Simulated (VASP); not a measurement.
# H22CO12 in VASP: further runs

The runs below take H22CO12 through single point, with PBEsol.

Everything below comes from runs of VASP 6.6.1. Logs are shortened: lines on timing, memory, paths and dates and some standing lists are left out, and cuts for length are marked.

**1. The cell of the first run**

The cell holds an amorphous packing of atoms, 35 atoms: a = 7.785 Å, b = 7.785 Å, c = 7.785 Å, α = 90.00°, β = 90.00°, γ = 90.00°.

**2. Single point, PBEsol**

INCAR reads:

```
PREC = Accurate
ENCUT = 520
EDIFF = 1E-6
ISMEAR = -1
SIGMA = 0.02
LREAL = Auto
LASPH = True
NELM = 80
ALGO = Normal
ISIF = 2
LWAVE = False
LCHARG = False
GGA = PS
NBANDS = 72
```

KPOINTS reads:

```
regular mesh
0
Gamma
  1 1 1
```

POSCAR reads:

```
H22CO12
1.0
    7.7854430000      0.0000000000      0.0000000000
    0.0000000000      7.7854430000      0.0000000000
    0.0000000000      0.0000000000      7.7854430000
O H C
12 22 1
Direct
    0.5500650380      0.3483552574      0.6322440483
    0.5720933285      0.4504689072      0.3022820924
    0.6507786391      0.7860824362      0.4086087330
    0.1614423225      0.4042159194      1.0183749338
    0.5025404463      0.6488134330      0.8363429030
    0.0471007237      0.2657780681      0.4859582171
    0.9957557971      0.0298505814      0.2012473792
    0.8035252458      0.1797328681      0.9320856886
    0.4848022136      1.1860982092      0.0316102757
    0.7842199859      0.0897701004      0.5520173997
   -0.0074241119      0.5665316669      0.5758696069
    0.2569539074      0.6701609658      0.5467126277
    0.4351197485      0.3280352833      0.6057972552
    0.5793119287      0.4138749715      0.5193153427
    0.5856956374      0.3374888237      0.2416175932
    0.6778548119      0.5070745493      0.2537941643
    0.5928628596      0.6859083035      0.4503276178
    0.5882645342      0.8160486179      0.2989168375
    0.2355678412      0.4664346011      1.1061798282
    0.2220939772      0.2929184633      1.0094865507
    0.5461346259      0.5735062218      0.7335741845
    0.4230459333      0.7245059787      0.7630265869
   -0.0253678564      0.2072200644      0.5699868331
    0.0518917164      0.2091210481      0.3677375841
    0.9406529596      0.0834377697      0.1132369732
    0.8968147349      0.0213860663      0.2859952863
    0.8930384565      0.2765802794      0.9165952406
    0.8183349361      0.1224850018      0.8227405942
    0.5263669646      1.0805165486      0.0739842293
    0.5445932878      1.2177855518     -0.0751273884
    0.7064081003      0.1758409894      0.5939032628
    0.7355907686     -0.0266779938      0.5241962468
    0.0511724253      0.4488119687      0.5130087010
    0.0723144463      0.8081749491      0.6628524543
    0.1073413549      0.6792291717      0.6016998647
```

Potentials or basis: VASP PAW PBE potentials, release 64 (O, H, C).

Launch:

```console
$ cat potpaw_PBE.64/O/POTCAR potpaw_PBE.64/H/POTCAR potpaw_PBE.64/C/POTCAR > POTCAR
$ mpirun -np 1 vasp_gam > vasp.out
```

OUTCAR:

```text
PREC = Accurate
   ENCUT = 520
   EDIFF = 1E-6
   ISMEAR = -1
   LREAL = Auto
   LASPH = True
   NELM = 80
   ISIF = 2
   GGA = PS

 ion  position               nearest neighbor table
   1  0.550  0.348  0.632-  13 0.93  14 1.04
   2  0.572  0.450  0.302-  15 1.00  16 1.01
   3  0.651  0.786  0.409-  17 0.96  18 1.01
   4  0.161  0.404  0.018-  20 0.99  19 1.02
   5  0.503  0.649  0.836-  22 1.03  21 1.05
   6  0.047  0.266  0.486-  23 0.98  24 1.02
   7  0.996  0.030  0.201-  25 0.91  26 1.02
   8  0.804  0.180  0.932-  28 0.97  27 1.03
   9  0.485  0.186  0.032-  29 0.94  30 0.98
  10  0.784  0.090  0.552-  31 0.96  32 1.01
  11  0.993  0.567  0.576-  33 1.13  35 1.27
  12  0.257  0.670  0.547-  35 1.24
  13  0.435  0.328  0.606-   1 0.93
  14  0.579  0.414  0.519-   1 1.04
  15  0.586  0.337  0.242-   2 1.00
  16  0.678  0.507  0.254-   2 1.01
  17  0.593  0.686  0.450-   3 0.96
[... 15 lines left out ...]
  33  0.051  0.449  0.513-  11 1.13
  34  0.072  0.808  0.663-  35 1.14
  35  0.107  0.679  0.602-  34 1.14  12 1.24  11 1.27

  LATTYP: Found a simple cubic cell.
 ALAT       =     7.7854430000

  Lattice vectors:

 A1 = (   7.7854430000,   0.0000000000,   0.0000000000)
 A2 = (   0.0000000000,   7.7854430000,   0.0000000000)
 A3 = (   0.0000000000,   0.0000000000,   7.7854430000)

Analysis of symmetry for initial positions (statically):
=====================================================================
 Subroutine PRICEL returns:
 Original cell was already a primitive cell.

 Routine SETGRP: Setting up the symmetry group for a
 simple cubic supercell.

 Subroutine GETGRP returns: Found  1 space group operations
 (whereof  1 operations were pure point group operations)
 out of a pool of 48 trial point group operations.

The static configuration has the point symmetry C_1 .

Analysis of symmetry for dynamics (positions and initial velocities):
=====================================================================
 Subroutine PRICEL returns:
 Original cell was already a primitive cell.

 Routine SETGRP: Setting up the symmetry group for a
 simple cubic supercell.

 Subroutine GETGRP returns: Found  1 space group operations
 (whereof  1 operations were pure point group operations)
 out of a pool of 48 trial point group operations.

The dynamic configuration has the point symmetry C_1 .

 Subroutine INISYM returns: Found  1 space group operations
 (whereof  1 operations are pure point group operations),
 and found     1 'primitive' translations

----------------------------------------------------------------------------------------

                                     Primitive cell

  volume of cell :     471.9000

  direct lattice vectors                    reciprocal lattice vectors
     7.785443000  0.000000000  0.000000000     0.128444843  0.000000000  0.000000000
     0.000000000  7.785443000  0.000000000     0.000000000  0.128444843  0.000000000
     0.000000000  0.000000000  7.785443000     0.000000000  0.000000000  0.128444843

  length of vectors
     7.785443000  7.785443000  7.785443000     0.128444843  0.128444843  0.128444843

  position of ions in fractional coordinates (direct lattice)
     0.550065038  0.348355257  0.632244048
     0.572093329  0.450468907  0.302282092
     0.650778639  0.786082436  0.408608733
     0.161442323  0.404215919  0.018374934
     0.502540446  0.648813433  0.836342903
     0.047100724  0.265778068  0.485958217
[... 27 lines left out ...]
     0.072314446  0.808174949  0.662852454
     0.107341355  0.679229172  0.601699865

  ion indices of the primitive-cell ions
   primitive index   ion index
                 1           1
                 2           2
                 3           3
                 4           4
                 5           5
                 6           6
[... 27 lines left out ...]
                34          34
                35          35

----------------------------------------------------------------------------------------

 KPOINTS: regular mesh

Automatic generation of k-mesh.
 Grid dimensions read from file:
 generate k-points for:    1    1    1

 Generating k-lattice:

  Cartesian coordinates                     Fractional coordinates (reciprocal lattice)
     0.128444843  0.000000000  0.000000000     1.000000000  0.000000000  0.000000000
     0.000000000  0.128444843  0.000000000     0.000000000  1.000000000  0.000000000
     0.000000000  0.000000000  0.128444843     0.000000000  0.000000000  1.000000000

  Length of vectors
     0.128444843  0.128444843  0.128444843

  Shift w.r.t. Gamma in fractional coordinates (k-lattice)
     0.000000000  0.000000000  0.000000000

 Subroutine IBZKPT returns following result:
 ===========================================

 Found      1 irreducible k-points:

 Following reciprocal coordinates:
            Coordinates               Weight
  0.000000  0.000000  0.000000      1.000000
   k-points           NKPTS =      1   k-points in BZ     NKDIM =      1   number of bands    NBANDS=     72
   number of dos      NEDOS =    301   number of ions     NIONS =     35
   total plane-waves  NPLWV = 216000
   dimension x,y,z NGX =    60 NGY =   60 NGZ =   60
   dimension x,y,z NGXF=   120 NGYF=  120 NGZF=  120
   ions per type =              12  22   1
   NGX,Y,Z   is equivalent  to a cutoff of  12.81, 12.81, 12.81 a.u.
   NGXF,Y,Z  is equivalent  to a cutoff of  25.62, 25.62, 25.62 a.u.
 SYSTEM =  unknown system
   PREC   = accura    normal or accurate (medium, high low for compatibility)
   ISTART =      0    job   : 0-new  1-cont  2-samecut
   ICHARG =      2    charge: 1-file 2-atom 10-const
   ISPIN  =      1    spin polarized calculation?
   LNONCOLLINEAR =      F non collinear calculations
   LSORBIT =      F    spin-orbit coupling
   LASPH  =      T    aspherical Exc in radial PAW
   ENCUT  =  520.0 eV  38.22 Ry    6.18 a.u.  14.48 14.48 14.48*2*pi/ulx,y,z
   NELM   =     80;   NELMIN=  2; NELMDL= -5     # of ELM steps
   EDIFF  = 0.1E-05   stopping-criterion for ELM
   LREAL  =      T    real-space projection
   EDIFFG = 0.1E-04   stopping-criterion for IOM
   NSW    =      0    number of steps for IOM
   IBRION =     -1    ionic relax: 0-MD 1-quasi-New 2-CG
   NFREE  =      0    steps in history (QN), initial steepest desc. (CG)
   ISIF   =      2    stress and relaxation
   ISYM   =      2    0-nonsym 1-usesym 2-fastsym
   POTIM  = 0.5000    time-step for ionic-motion
   TEBEG  =    0.0;   TEEND  =   0.0 temperature during run
   PSTRESS=    0.0 pullay stress
   NELECT =      98.0000    total number of electrons
   NUPDOWN=      -1.0000    fix difference up-down
   EMIN   =  10.00;   EMAX   =-10.00  energy-range for DOS
   EFERMI =   0.00;   METHOD = LEGACY
   ISMEAR =    -1;   SIGMA  =   0.02  broadening in eV -4-tet -1-fermi 0-gaus
   EFERMI_NEDOS =   21; number of points for ismear=-14 and -15
   IALGO  =     38    algorithm
   IMIX   =      4    mixing-type and parameters
     AMIX     =   0.40;   BMIX     =  1.00
     AMIX_MAG =   1.60;   BMIX_MAG =  1.00
  volume/ion in A,a.u.               =      13.48        90.99
  Fermi-wavevector in a.u.,A,eV,Ry     =   0.969468  1.832029 12.787686  0.939868
  Thomas-Fermi vector in A             =   2.099523
   LORBIT       =      0    0 simple, 1 ext, 2 COOP (PROOUT), +10 PAW based schemes
   GGA     = PS    functional components
   LHFCALC =     F    Hartree Fock is set to
   AEXX    =    0.0000 exact exchange contribution
   IVDW    =     0    specifies the selected vdW correction
   LEPSILON=     F    determine dielectric tensor
   LRPA    =     F    only Hartree local field effects (RPA)
 non-spin polarized calculation
  energy-cutoff  :      520.00
  volume of cell :      471.90
 maximum number of plane-waves:      6399
 NGX is ok and might be reduce to    60
   NGX = 29   NGY = 29   NGZ = 29

 number of electron      98.0000002 magnetization

 Free energy of the ion-electron system (eV)
  ---------------------------------------------------
  ext. energy  EPLUGINS =         0.00000000
  ---------------------------------------------------
  free energy    TOTEN  =      -176.00812305 eV

  energy without entropy =     -176.00812305  energy(sigma->0) =     -176.00812305

 E-fermi :  -3.0397     XC(G=0):  -5.8325

 val. band max:       -3.5267762800   @ k =   0.0000   0.0000   0.0000
 cond. band min:       0.1090345262   @ k =   0.0000   0.0000   0.0000
 fundamental gap:      3.6358108062
 Fermi energy:        -3.0397294553

 k-point     1 :       0.0000    0.0000    0.0000
  band No.  band energies     occupation
      1     -24.7978      2.00000
      2     -23.6004      2.00000
      3     -23.3622      2.00000
      4     -23.2835      2.00000
      5     -23.1716      2.00000
      6     -23.0113      2.00000
[... 53 lines left out ...]
     60       4.4045      0.00000
     61       4.6408      0.00000
 [bands above 61 left out]

------------------------ aborting loop because EDIFF is reached ----------------------------------------

  FORCE on cell =-STRESS in cart. coord.  units (eV):
  Direction    XX          YY          ZZ          XY          YZ          ZX
  --------------------------------------------------------------------------------------
  -------------------------------------------------------------------------------------
  Total        1.7928034     -2.9035287     -7.1572947      0.0881858     -3.8077121      0.6574706
  in kB        6.0868593     -9.8579524    -24.3001801      0.2994051    -12.9278023      2.2322195
  external PRESSURE =      -9.3570911 kB  Pullay stress =       0.0000000 kB

 VOLUME and BASIS-vectors are now :
 -----------------------------------------------------------------------------
  energy-cutoff  :      520.00
  volume of cell :      471.90
      direct lattice vectors                 reciprocal lattice vectors
     7.785443000  0.000000000  0.000000000     0.128444843  0.000000000  0.000000000
     0.000000000  7.785443000  0.000000000     0.000000000  0.128444843  0.000000000
     0.000000000  0.000000000  7.785443000     0.000000000  0.000000000  0.128444843

 POSITION                                       TOTAL-FORCE (eV/Angst)
 -----------------------------------------------------------------------------------
      4.28250      2.71210      4.92230         2.839154      1.295106     -0.987918
      4.45400      3.50710      2.35340         1.757774     -0.298818     -0.973966
      5.06660      6.12000      3.18120         0.040003      1.531908     -1.723541
      1.25690      3.14700      0.14306         0.879654      0.137268      1.173921
      3.91250      5.05130      6.51130        -0.203878      0.257765     -3.110495
      0.36670      2.06920      3.78340         1.764709      1.009496     -1.210936
[... 27 lines left out ...]
      0.56300      6.29200      5.16060        -0.470601     -1.027199     -0.006311
      0.83570      5.28810      4.68450         2.003310      2.225802     -0.569114
 -----------------------------------------------------------------------------------
    total drift:                               -0.014863     -0.008226      0.000986

  FREE ENERGIE OF THE ION-ELECTRON SYSTEM (eV)
  ---------------------------------------------------
  free  energy   TOTEN  =      -176.0081230488 eV

  energy  without entropy=     -176.0081230488  energy(sigma->0) =     -176.00812305
```

Run time: 92 s. Hardware: 1 thread of Intel Xeon Platinum 8259CL at 2.50GHz (Skylake/Cascade Lake), shared host; peak memory 0.46 GiB.

What came out:

| Item | Value |
| --- | --- |
| Free energy | -176.0081 eV |
| Pressure | -0.9 GPa |
| Largest force | 5.141 eV/Å |
| Band gap on the k mesh | 3.64 eV |

Forces in eV/Å, atoms in the order of the input:
```
O    2.839  1.295 -0.988
O    1.758 -0.299 -0.974
O    0.040  1.532 -1.724
O    0.880  0.137  1.174
O   -0.204  0.258 -3.110
O    1.765  1.009 -1.211
O    0.585 -1.667  4.828
O    2.124  1.985 -0.088
O   -1.435  1.800 -0.144
O    1.285 -1.708 -0.200
O   -0.733 -1.799 -0.435
O    0.137 -0.151  0.379
H   -2.786 -0.631 -0.083
H    0.051 -0.946  0.734
H   -0.804  0.417  0.171
H   -0.988 -0.049  0.625
H   -0.661 -0.630  0.393
H    0.616 -0.472  1.404
H   -0.984 -0.692 -1.280
H    0.088  0.393  0.055
H   -0.701  0.705  2.277
H    0.816 -1.008  1.175
H   -0.414 -0.692 -0.763
H   -0.418 -0.001  1.266
H   -1.938  2.048 -3.895
H    1.316 -0.205 -0.652
H   -1.351 -1.100  0.636
H   -0.121 -0.796 -0.740
H    0.711 -1.369 -0.002
H    0.301 -0.268  0.524
H   -1.791  0.597  0.077
H   -0.384  0.646  0.368
H   -1.130  0.461  0.778
H   -0.471 -1.027 -0.006
C    2.003  2.226 -0.569
```

Levels at points of the mesh, in eV from the valence-band top:
```csv
k point,band 47,band 48,band 49,band 50,band 51,band 52
"(0.00, 0.00, 0.00)",-0.72,-0.03,0.00,3.64,5.16,5.63
```

Caveat: the k points lie up to 0.81 Å⁻¹ apart; the PAW data sets were made with another functional, which shifts forces and pressure a little.

(Part 1 of 2 ends here.)
